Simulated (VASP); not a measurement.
# CaO (Fm-3m) in VASP: a series of runs

CaO is run at these levels: LDA; tasks: vibrations by perturbation theory.

All numbers are computed with VASP 6.6.1; they aren't measurements. Logs are shortened: lines on timing, memory, paths and dates and some standing lists are left out, and cuts for length are marked.

**1. The cell of the first run**

Symmetry: Fm-3m, No. 225, cubic system. The conventional cell has a = 4.676 Å, b = 4.676 Å, c = 4.676 Å, α = 90.00°, β = 90.00°, γ = 90.00°. Ca (site symmetry m-3m) has 6 O at 2.34 Å within 3.1 Å. Within 3.1 Å of O (site symmetry m-3m) lie 6 Ca at 2.34 Å.

**2. Vibrations by perturbation theory, LDA (volume scaled by 0.980)**

INCAR reads:

```
SYSTEM = CaO
PREC = Accurate
ENCUT = 520
EDIFF = 1E-8
ISMEAR = 0
SIGMA = 0.01
LREAL = .FALSE.
LASPH = .TRUE.
NELM = 100
ALGO = Normal
ISIF = 2
LWAVE = .FALSE.
LCHARG = .TRUE.
NBANDS = 15
IBRION = 8
NSW = 1
```

KPOINTS reads:

```
regular mesh
0
G
  8 8 8
  0 0 0
```

POSCAR reads:

```
CaO
1.0
    0.0000000000      2.3381510158      2.3381510158
    2.3381510158      0.0000000000      2.3381510158
    2.3381510158      2.3381510158      0.0000000000
Ca O
1 1
Direct
    0.0000000000      0.0000000000      0.0000000000
    0.5000000000      0.5000000000      0.5000000000
```

Potentials or basis: VASP PAW LDA potentials, release 64 (Ca_sv, O).

Started as:

```sh
> cat potpaw_LDA.64/Ca_sv/POTCAR potpaw_LDA.64/O/POTCAR > POTCAR
> mpirun -np 1 vasp_std > vasp.out
```

OUTCAR:

```text
SYSTEM = CaO
   PREC = Accurate
   ENCUT = 520
   EDIFF = 1E-8
   ISMEAR = 0
   LREAL = .FALSE.
   LASPH = .TRUE.
   NELM = 100
   ISIF = 2
   IBRION = 8
   NSW = 1

 ion  position               nearest neighbor table
   1  0.000  0.000  0.000-   2 2.34   2 2.34   2 2.34   2 2.34   2 2.34   2 2.34
   2  0.500  0.500  0.500-   1 2.34   1 2.34   1 2.34   1 2.34   1 2.34   1 2.34

  LATTYP: Found a face centered cubic cell.
 ALAT       =     4.6763020316

  Lattice vectors:

 A1 = (   0.0000000000,   2.3381510158,   2.3381510158)
 A2 = (   2.3381510158,   0.0000000000,   2.3381510158)
 A3 = (   2.3381510158,   2.3381510158,   0.0000000000)

Analysis of symmetry for initial positions (statically):
=====================================================================
 Subroutine PRICEL returns:
 Original cell was already a primitive cell.

 Routine SETGRP: Setting up the symmetry group for a
 face centered cubic supercell.

 Subroutine GETGRP returns: Found 48 space group operations
 (whereof 48 operations were pure point group operations)
 out of a pool of 48 trial point group operations.

The static configuration has the point symmetry O_h .

Analysis of symmetry for dynamics (positions and initial velocities):
=====================================================================
 Subroutine PRICEL returns:
 Original cell was already a primitive cell.

 Routine SETGRP: Setting up the symmetry group for a
 face centered cubic supercell.

 Subroutine GETGRP returns: Found 48 space group operations
 (whereof 48 operations were pure point group operations)
 out of a pool of 48 trial point group operations.

The dynamic configuration has the point symmetry O_h .

 Subroutine INISYM returns: Found 48 space group operations
 (whereof 48 operations are pure point group operations),
 and found     1 'primitive' translations

----------------------------------------------------------------------------------------

                                     Primitive cell

  volume of cell :      25.5651

  direct lattice vectors                    reciprocal lattice vectors
     0.000000000  2.338151016  2.338151016    -0.213844186  0.213844186  0.213844186
     2.338151016  0.000000000  2.338151016     0.213844186 -0.213844186  0.213844186
     2.338151016  2.338151016  0.000000000     0.213844186  0.213844186 -0.213844186

  length of vectors
     3.306644877  3.306644877  3.306644877     0.370388995  0.370388995  0.370388995

  position of ions in fractional coordinates (direct lattice)
     0.000000000  0.000000000  0.000000000
     0.500000000  0.500000000  0.500000000

  ion indices of the primitive-cell ions
   primitive index   ion index
                 1           1
                 2           2

----------------------------------------------------------------------------------------

 KPOINTS: regular mesh

Automatic generation of k-mesh.
 Grid dimensions read from file:
 generate k-points for:    8    8    8

 Generating k-lattice:

  Cartesian coordinates                     Fractional coordinates (reciprocal lattice)
    -0.026730523  0.026730523  0.026730523     0.125000000  0.000000000  0.000000000
     0.026730523 -0.026730523  0.026730523     0.000000000  0.125000000  0.000000000
     0.026730523  0.026730523 -0.026730523     0.000000000  0.000000000  0.125000000

  Length of vectors
     0.046298624  0.046298624  0.046298624

  Shift w.r.t. Gamma in fractional coordinates (k-lattice)
[... 85 lines left out ...]
  energy-cutoff  :      520.00
  volume of cell :       25.57
 maximum number of plane-waves:       701
 NGX is ok and might be reduce to    28
   NGX = 13   NGY = 13   NGZ = 13

--------------------------------------- Ionic step        1  -------------------------------------------

 number of electron      16.0000001 magnetization

 Free energy of the ion-electron system (eV)
  ---------------------------------------------------
  ext. energy  EPLUGINS =         0.00000000
  ---------------------------------------------------
  free energy    TOTEN  =       -14.21210496 eV

  energy without entropy =      -14.21210496  energy(sigma->0) =      -14.21210496

 E-fermi :   2.5741     XC(G=0): -11.4395

 val. band max:        2.5138750134   @ k =   0.0000   0.0000   0.0000
 cond. band min:       5.9149479643   @ k =   0.5000   0.5000   0.0000
 fundamental gap:      3.4010729509
 Fermi energy:         2.5740604617

 k-point     1 :       0.0000    0.0000    0.0000
  band No.  band energies     occupation
      1     -34.2378      2.00000
      2     -15.2090      2.00000
      3     -15.2090      2.00000
      4     -15.2090      2.00000
      5     -12.8568      2.00000
      6       2.5139      2.00000
      7       2.5139      2.00000
      8       2.5139      2.00000
      9       7.7736      0.00000
     10       8.8040      0.00000
     11       8.8040      0.00000
     12       8.8040      0.00000
     13      10.5187      0.00000
     14      10.5187      0.00000
[... 401 lines left out ...]
      2     -16.4899      2.00000
      3     -15.5434      2.00000
      4     -15.3827      2.00000
      5     -11.6117      2.00000
      6       0.2789      2.00000
      7       1.2841      2.00000
      8       1.3135      2.00000
      9       9.4702      0.00000
     10       9.5407      0.00000
     11      11.7149      0.00000
     12      12.0650      0.00000
     13      13.3959      0.00000
     14      15.1469      0.00000
     15      17.2791      0.00000

 [... further k-points ...]

------------------------ aborting loop because EDIFF is reached ----------------------------------------

  FORCE on cell =-STRESS in cart. coord.  units (eV):
  Direction    XX          YY          ZZ          XY          YZ          ZX
  --------------------------------------------------------------------------------------
  -------------------------------------------------------------------------------------
  Total        0.6046769      0.6046769      0.6046769      0.0000000     -0.0000000      0.0000000
  in kB       37.8953804     37.8953804     37.8953804      0.0000000     -0.0000000      0.0000000
  external PRESSURE =      37.8953804 kB  Pullay stress =       0.0000000 kB

 VOLUME and BASIS-vectors are now :
 -----------------------------------------------------------------------------
  energy-cutoff  :      520.00
  volume of cell :       25.57
      direct lattice vectors                 reciprocal lattice vectors
     0.000000000  2.338151016  2.338151016    -0.213844186  0.213844186  0.213844186
     2.338151016  0.000000000  2.338151016     0.213844186 -0.213844186  0.213844186
     2.338151016  2.338151016  0.000000000     0.213844186  0.213844186 -0.213844186

 POSITION                                       TOTAL-FORCE (eV/Angst)
 -----------------------------------------------------------------------------------
      0.00000      0.00000      0.00000        -0.000000     -0.000000     -0.000000
      2.33815      2.33815      2.33815         0.000000      0.000000      0.000000
 -----------------------------------------------------------------------------------
    total drift:                                0.000000      0.000000      0.000000

  FREE ENERGIE OF THE ION-ELECTRON SYSTEM (eV)
  ---------------------------------------------------
  free  energy   TOTEN  =       -14.2121049617 eV

  energy  without entropy=      -14.2121049617  energy(sigma->0) =      -14.21210496

[... ionic steps 2 to 3 ...]

--------------------------------------- Ionic step        4  -------------------------------------------

------------------------ aborting loop because EDIFF is reached ----------------------------------------

[... ionic steps 5 to 6 ...]

--------------------------------------- Ionic step        7  -------------------------------------------

 Free energy of the ion-electron system (eV)
  ---------------------------------------------------
  ---------------------------------------------------
  free energy    TOTEN  =        -0.35691868 eV

  energy without entropy =       -0.35691868

------------------------ aborting loop because EDIFF is reached ----------------------------------------

 INTERNAL STRAIN TENSOR  FOR ION    2  DIRECTION 1   (eV/Angst):
 -----------------------------------------------------------------------------
     0.02129  0.00000  0.00000
    -0.00000 -0.01187 -0.00000
     0.00000 -0.00000 -0.01187

 INTERNAL STRAIN TENSOR FOR ION    2 for displacements in x,y,z  (eV/Angst):
          X           Y           Z          XY          YZ          ZX
  --------------------------------------------------------------------------------
  x     0.00000     0.00000     0.00000     0.00000     0.00000     0.00000
  y     0.00000     0.00000     0.00000     0.00000     0.00000     0.00000
  z     0.00000     0.00000     0.00000     0.00000     0.00000     0.00000

 SECOND DERIVATIVES (NOT SYMMETRIZED)
 ------------------------------------
               1X          1Y          1Z          2X          2Y          2Z
  1X    -4.134014    0.000000    0.000000    4.134014    0.000000    0.000000
  1Y     0.000000   -4.134014    0.000000    0.000000    4.134014    0.000000
  1Z     0.000000    0.000000   -4.134014    0.000000    0.000000    4.134014
  2X     4.127265    0.000000    0.000000   -4.127265    0.000000    0.000000
  2Y     0.000000    4.127265    0.000000    0.000000   -4.127265    0.000000
  2Z     0.000000    0.000000    4.127265    0.000000    0.000000   -4.127265

 Eigenvectors and eigenvalues of the dynamical matrix
 ----------------------------------------------------

   1 f  =    9.394344 THz    59.026403 2PiTHz  313.361578 cm-1    38.851866 meV
             X         Y         Z           dx          dy          dz
      0.000000  0.000000  0.000000    -0.534463    0.000000    0.000000
      2.338151  2.338151  2.338151     0.845192    0.000000    0.000000
[... 21 lines left out ...]
   6 f/i=    0.003467 THz     0.021784 2PiTHz    0.115647 cm-1     0.014338 meV
             X         Y         Z           dx          dy          dz
      0.000000  0.000000  0.000000     0.000000    0.000000    0.845192
      2.338151  2.338151  2.338151     0.000000    0.000000    0.534463

--------------------------------------------------------------------------------------------------------

 ELASTIC MODULI CONTR FROM IONIC RELAXATION (kBar)
 Direction    XX          YY          ZZ          XY          YZ          ZX
 --------------------------------------------------------------------------------
 XX           0.0000      0.0000      0.0000      0.0000      0.0000      0.0000
 YY           0.0000      0.0000      0.0000      0.0000      0.0000      0.0000
 ZZ           0.0000      0.0000      0.0000      0.0000      0.0000      0.0000
 XY           0.0000      0.0000      0.0000      0.0000      0.0000      0.0000
 YZ           0.0000      0.0000      0.0000      0.0000      0.0000      0.0000
 ZX           0.0000      0.0000      0.0000      0.0000      0.0000      0.0000
 --------------------------------------------------------------------------------
```

Wall time 6.1 min (1 thread of AMD EPYC 7R13, shared host); peak memory 0.17 GiB.

What came out:

```
Highest phonon frequency at Γ, LO-TO splitting left out : 313 cm⁻¹
```

Phonon frequencies in cm⁻¹ (negative: imaginary):
```
              q point        frequencies
(0.000, 0.000, 0.000)  0 0 0 313 313 313
```

Caveat: the cell differs from its parent crystal (volume scaled by 0.980); the cell wasn't relaxed at this level first, which shifts response properties.

**3. Vibrations by perturbation theory, LDA**

This run uses another cell than the first one, of 13.04 Å³/atom, 1.020 times its volume.

INCAR reads:

```
PREC     = Accurate       # precision mode
ENCUT    = 520            # plane-wave cutoff, eV
EDIFF    = 1E-8           # SCF threshold, eV
ISMEAR   = 0              # smearing method
SIGMA    = 0.01           # smearing width, eV
LREAL    = False          # projectors in reciprocal space
LASPH    = True           # aspherical terms in the spheres
NELM     = 100            # most SCF steps
ALGO     = Normal         # electronic algorithm
ISIF     = 2              # what is computed and relaxed
LWAVE    = False          # write WAVECAR
LCHARG   = True           # write CHGCAR
NBANDS   = 15             # bands
IBRION   = 8              # ionic algorithm
NSW      = 1              # ionic steps
```

KPOINTS reads:

```
regular mesh
0
Gamma
  8 8 8
```

POSCAR reads:

```
CaO
1.0
    0.0000000000      2.3539498127      2.3539498127
    2.3539498127      0.0000000000      2.3539498127
    2.3539498127      2.3539498127      0.0000000000
Ca O
1 1
Direct
    0.0000000000      0.0000000000      0.0000000000
    0.5000000000      0.5000000000      0.5000000000
```

Potentials or basis: VASP PAW LDA potentials, release 64 (Ca_sv, O).

Started as:

```sh
> cat potpaw_LDA.64/Ca_sv/POTCAR potpaw_LDA.64/O/POTCAR > POTCAR
> mpirun -np 1 vasp_std > vasp.out
```

OUTCAR:

```text
PREC = Accurate
   ENCUT = 520
   EDIFF = 1E-8
   ISMEAR = 0
   LREAL = False
   LASPH = True
   NELM = 100
   ISIF = 2
   IBRION = 8
   NSW = 1

 ion  position               nearest neighbor table
   1  0.000  0.000  0.000-   2 2.35   2 2.35   2 2.35   2 2.35   2 2.35   2 2.35
   2  0.500  0.500  0.500-   1 2.35   1 2.35   1 2.35   1 2.35   1 2.35   1 2.35

  LATTYP: Found a face centered cubic cell.
 ALAT       =     4.7078996254

  Lattice vectors:

 A1 = (   0.0000000000,   2.3539498127,   2.3539498127)
 A2 = (   2.3539498127,   0.0000000000,   2.3539498127)
 A3 = (   2.3539498127,   2.3539498127,   0.0000000000)

Analysis of symmetry for initial positions (statically):
=====================================================================
 Subroutine PRICEL returns:
 Original cell was already a primitive cell.

[... 663 lines left out ...]

 INTERNAL STRAIN TENSOR  FOR ION    2  DIRECTION 1   (eV/Angst):
 -----------------------------------------------------------------------------
     0.01982 -0.00000  0.00000
     0.00000 -0.01117  0.00000
     0.00000  0.00000 -0.01117

 INTERNAL STRAIN TENSOR FOR ION    2 for displacements in x,y,z  (eV/Angst):
          X           Y           Z          XY          YZ          ZX
  --------------------------------------------------------------------------------
  x     0.00000     0.00000     0.00000     0.00000     0.00000     0.00000
  y     0.00000     0.00000     0.00000     0.00000     0.00000     0.00000
  z     0.00000     0.00000     0.00000     0.00000     0.00000     0.00000

 SECOND DERIVATIVES (NOT SYMMETRIZED)
 ------------------------------------
               1X          1Y          1Z          2X          2Y          2Z
  1X    -3.746083    0.000000    0.000000    3.746083    0.000000    0.000000
  1Y     0.000000   -3.746083    0.000000    0.000000    3.746083    0.000000
  1Z     0.000000    0.000000   -3.746083    0.000000    0.000000    3.746083
  2X     3.756535    0.000000    0.000000   -3.756535    0.000000    0.000000
  2Y     0.000000    3.756535    0.000000    0.000000   -3.756535    0.000000
  2Z     0.000000    0.000000    3.756535    0.000000    0.000000   -3.756535

 Eigenvectors and eigenvalues of the dynamical matrix
 ----------------------------------------------------

   1 f  =    8.956851 THz    56.277552 2PiTHz  298.768377 cm-1    37.042541 meV
             X         Y         Z           dx          dy          dz
      0.000000  0.000000  0.000000    -0.533619    0.000000    0.000000
      2.353950  2.353950  2.353950     0.845725    0.000000    0.000000
[... 21 lines left out ...]
   6 f/i=    0.005631 THz     0.035382 2PiTHz    0.187837 cm-1     0.023289 meV
             X         Y         Z           dx          dy          dz
      0.000000  0.000000  0.000000     0.000000    0.000000    0.845725
      2.353950  2.353950  2.353950     0.000000    0.000000    0.533619

--------------------------------------------------------------------------------------------------------

 ELASTIC MODULI CONTR FROM IONIC RELAXATION (kBar)
 Direction    XX          YY          ZZ          XY          YZ          ZX
 --------------------------------------------------------------------------------
 XX           0.0000      0.0000      0.0000      0.0000      0.0000      0.0000
 YY           0.0000      0.0000      0.0000      0.0000      0.0000      0.0000
 ZZ           0.0000      0.0000      0.0000      0.0000      0.0000      0.0000
 XY           0.0000      0.0000      0.0000      0.0000      0.0000      0.0000
 YZ           0.0000      0.0000      0.0000      0.0000      0.0000      0.0000
 ZX           0.0000      0.0000      0.0000      0.0000      0.0000      0.0000
 --------------------------------------------------------------------------------
```

It took 5.3 min on 1 thread of AMD EPYC 7R13, shared host; peak memory 0.17 GiB.

Results:

| Item | Value |
| --- | --- |
| Highest phonon frequency at Γ, LO-TO splitting left out | 299 cm⁻¹ |

Phonon frequencies in cm⁻¹ (negative: imaginary):
```
              q point        frequencies
(0.000, 0.000, 0.000)  0 0 0 299 299 299
```

[end of part 1 of 2]
